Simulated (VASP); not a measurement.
# MoS2 in VASP: a series of runs, part 2 of 2

VASP 6.6.1. The steps go on from the part before.

### 4 Single point, PBE exchange alone

This run uses another cell than the first one.

File INCAR:

```
SYSTEM = MoS2
PREC = Accurate
ENCUT = 520
EDIFF = 1E-7
ISMEAR = -1
SIGMA = 0.05
LREAL = .False.
LASPH = .True.
NELM = 80
ALGO = Normal
ISIF = 2
LWAVE = .False.
LCHARG = .False.
GGA = PE
ALDAC = 0.0
AGGAC = 0.0
NBANDS = 35
```

File KPOINTS:

```
Automatic mesh
0
Gamma
  10 10 2
  0 0 0
```

File POSCAR:

```
MoS2
1.0
    3.1415018360      0.0000000000      0.0000000000
   -1.5707509180      2.7206203960      0.0000000000
    0.0000000000      0.0000000000     21.3776537535
Mo S
2 4
Direct
    0.3333333333      0.6666666667      0.8511602300
    0.6666666667      0.3333333333      0.1488397700
    0.6666666667      0.3333333333      0.7796253900
    0.3333333333      0.6666666667      0.0772510000
    0.6666666667      0.3333333333      0.9227490000
    0.3333333333      0.6666666667      0.2203746100
```

Potentials or basis: VASP PAW PBE potentials, release 64 (Mo_sv, S).

On the command line:

```bash
cat potpaw_PBE.64/Mo_sv/POTCAR potpaw_PBE.64/S/POTCAR > POTCAR
mpirun -np 1 vasp_std > vasp.out
```

OUTCAR:

```text
SYSTEM = MoS2
   PREC = Accurate
   ENCUT = 520
   EDIFF = 1E-7
   ISMEAR = -1
   LREAL = .False.
   LASPH = .True.
   NELM = 80
   ISIF = 2
   GGA = PE

 ion  position               nearest neighbor table
   1  0.333  0.667  0.851-   3 2.37   3 2.37   3 2.37   5 2.37   5 2.37   5 2.37
   2  0.667  0.333  0.149-   6 2.37   6 2.37   6 2.37   4 2.37   4 2.37   4 2.37
   3  0.667  0.333  0.780-   1 2.37   1 2.37   1 2.37
   4  0.333  0.667  0.077-   2 2.37   2 2.37   2 2.37
   5  0.667  0.333  0.923-   1 2.37   1 2.37   1 2.37
   6  0.333  0.667  0.220-   2 2.37   2 2.37   2 2.37
[... 1119 lines left out ...]
  -------------------------------------------------------------------------------------
  Total       16.7105422     16.7105421     15.0319584     -0.0000000     -0.0000000     -0.0000000
  in kB      146.5331267    146.5331267    131.8137884     -0.0000000     -0.0000000     -0.0000000
  external PRESSURE =     141.6266806 kB  Pullay stress =       0.0000000 kB

 VOLUME and BASIS-vectors are now :
 -----------------------------------------------------------------------------
  energy-cutoff  :      520.00
  volume of cell :      182.71
      direct lattice vectors                 reciprocal lattice vectors
     3.141501836  0.000000000  0.000000000     0.318319088  0.183781611  0.000000000
    -1.570750918  2.720620396  0.000000000     0.000000000  0.367563223  0.000000000
     0.000000000  0.000000000 21.377653753     0.000000000  0.000000000  0.046777818

 POSITION                                       TOTAL-FORCE (eV/Angst)
 -----------------------------------------------------------------------------------
     -0.00000      1.81375     18.19581         0.000000      0.000000     -0.017774
      1.57075      0.90687      3.18185         0.000000     -0.000000      0.017774
      1.57075      0.90687     16.66656        -0.000000      0.000000     -2.303689
     -0.00000      1.81375      1.65145        -0.000000     -0.000000     -2.035010
      1.57075      0.90687     19.72621         0.000000      0.000000      2.035010
     -0.00000      1.81375      4.71109         0.000000     -0.000000      2.303689
 -----------------------------------------------------------------------------------
    total drift:                                0.000000     -0.000000      0.000000

  FREE ENERGIE OF THE ION-ELECTRON SYSTEM (eV)
  ---------------------------------------------------
  free  energy   TOTEN  =       -32.7276076164 eV

  energy  without entropy=      -32.7276075615  energy(sigma->0) =      -32.72760759
```

OSZICAR:

```text
N       E                     dE             d eps       ncg     rms          rms(c)
DAV:   1     0.450936064070E+03    0.45094E+03   -0.28128E+04  2280   0.131E+03
DAV:   2    -0.892584641676E+01   -0.45986E+03   -0.44530E+03  2473   0.329E+02
DAV:   3    -0.352770037051E+02   -0.26351E+02   -0.25958E+02  2488   0.720E+01
[... 15 lines left out ...]
DAV:  19    -0.327276000807E+02   -0.53680E-05   -0.59324E-07  1645   0.382E-03    0.954E-04
DAV:  20    -0.327276069099E+02   -0.68292E-05   -0.71739E-07  1636   0.275E-03    0.160E-03
DAV:  21    -0.327276070810E+02   -0.17111E-06   -0.26426E-08  1562   0.743E-04    0.104E-03
DAV:  22    -0.327276075589E+02   -0.47788E-06   -0.38288E-08  1576   0.568E-04    0.334E-04
DAV:  23    -0.327276076164E+02   -0.57516E-07   -0.49774E-09  1396   0.221E-04
   1 F= -.32727608E+02 E0= -.32727608E+02  d E =-.549101E-07
```

stdout:

```text
POSCAR found type information on POSCAR MoS
 POSCAR found :  2 types and       6 ions
 scaLAPACK will be used
 LDA part: xc-table for (Slater+PW92), standard interpolation
 POSCAR, INCAR and KPOINTS ok, starting setup
 FFT: planning ... GRIDC
 FFT: planning ... GRID_SOFT
 FFT: planning ... GRID
 WAVECAR not read
 entering main loop
```

Run time: 8.5 min. Hardware: 1 thread of AMD EPYC 7R13, shared host; peak memory 0.34 GiB.

What came out:

```yaml
Free_energy: -32.7276 eV
Largest_force: 2.304 eV/Å
Band_gap_on_the_k_mesh: 1.47 eV (least direct gap 2.00 eV)
```

Forces in eV/Å, atoms in the order of the input:
```
Mo   0.000  0.000 -0.018
Mo   0.000  0.000  0.018
S    0.000  0.000 -2.304
S    0.000  0.000 -2.035
S    0.000  0.000  2.035
S    0.000  0.000  2.304
```

### 5 Single point, PBE exchange alone

This run uses another cell than the first one.

File INCAR:

```
  AGGAC = 0.0
  ALDAC = 0.0
  ALGO = Normal
  EDIFF = 1E-6
  ENCUT = 520
  GGA = PE
  ISIF = 2
  ISMEAR = -1
  LASPH = T
  LCHARG = F
  LREAL = F
  LWAVE = F
  NBANDS = 35
  NELM = 60
  PREC = Accurate
  SIGMA = 0.05
```

File KPOINTS:

```
k-points
0
Gamma
  10 10 2
```

Edit POSCAR of step 4 so:

```diff
@@ -2,5 +2,5 @@
 1.0
-    3.1415018360      0.0000000000      0.0000000000
-   -1.5707509180      2.7206203960      0.0000000000
-    0.0000000000      0.0000000000     21.3776537535
+    3.1631680506      0.0000000000      0.0000000000
+   -1.5815840253      2.7393838882      0.0000000000
+    0.0000000000      0.0000000000     21.5250905073
 Mo S
```

On the command line:

```bash
cat potpaw_PBE.64/Mo_sv/POTCAR potpaw_PBE.64/S/POTCAR > POTCAR
mpirun -np 1 vasp_std > vasp.out
```

It took 7.4 min on 1 thread of AMD EPYC 7R13, shared host; peak memory 0.34 GiB.

Results (log left out):

* Free energy: -33.0378 eV
* Largest force: 1.910 eV/Å
* Band gap on the k mesh: 1.43 eV (least direct gap 1.95 eV)

Forces in eV/Å, atoms in the order of the input:
```
Mo   0.000  0.000 -0.016
Mo   0.000  0.000  0.016
S    0.000  0.000 -1.910
S    0.000  0.000 -1.657
S    0.000  0.000  1.657
S    0.000  0.000  1.910
```

Levels at points of the mesh, in eV from the valence-band top:
```
           k point  band 22  band 23  band 24  band 25  band 26  band 27  band 28  band 29  band 30  band 31
(0.00, 0.00, 0.00)    -1.95    -1.95    -1.77    -0.52     0.00     2.45     2.45     2.46     2.46     2.70
(0.50, 0.00, 0.00)    -2.22    -1.41    -1.36    -0.98    -0.95     1.89     1.90     2.39     2.48     3.46
(0.00, 0.00, 0.50)    -1.95    -1.95    -1.77    -0.52     0.00     2.45     2.45     2.46     2.46     2.70
(0.50, 0.00, 0.50)    -2.22    -1.41    -1.36    -0.98    -0.95     1.89     1.90     2.39     2.48     3.46
```

### 6 Summary

```csv
level,cell,gap on the mesh (eV),largest force (eV/Å)
r2SCAN,"a = 3.184, b = 3.184, c = 21.696 Å, angles 90.0, 90.0, 120.0°, 6 atoms, atomic positions A",1.51,0.01
PBE exchange alone,"a = 3.120, b = 3.120, c = 21.228 Å, angles 90.0, 90.0, 120.0°, 6 atoms, atomic positions B",1.50,2.73
PBE exchange alone,"a = 3.142, b = 3.142, c = 21.378 Å, angles 90.0, 90.0, 120.0°, 6 atoms, atomic positions B",1.47,2.30
PBE exchange alone,"a = 3.163, b = 3.163, c = 21.525 Å, angles 90.0, 90.0, 120.0°, 6 atoms, atomic positions B",1.43,1.91
```

Alike in all rows: task single point; potentials or basis VASP PAW PBE potentials, release 64 (Mo_sv, S); no spin polarisation; k mesh 10 × 10 × 2; cutoff (eV) 520; smearing fermi-dirac 0.05 eV.

Caveats: the PAW data sets were made with another functional, which shifts forces and pressure a little (at least some runs).

Absolute energies hang on the potentials; compare differences alone.
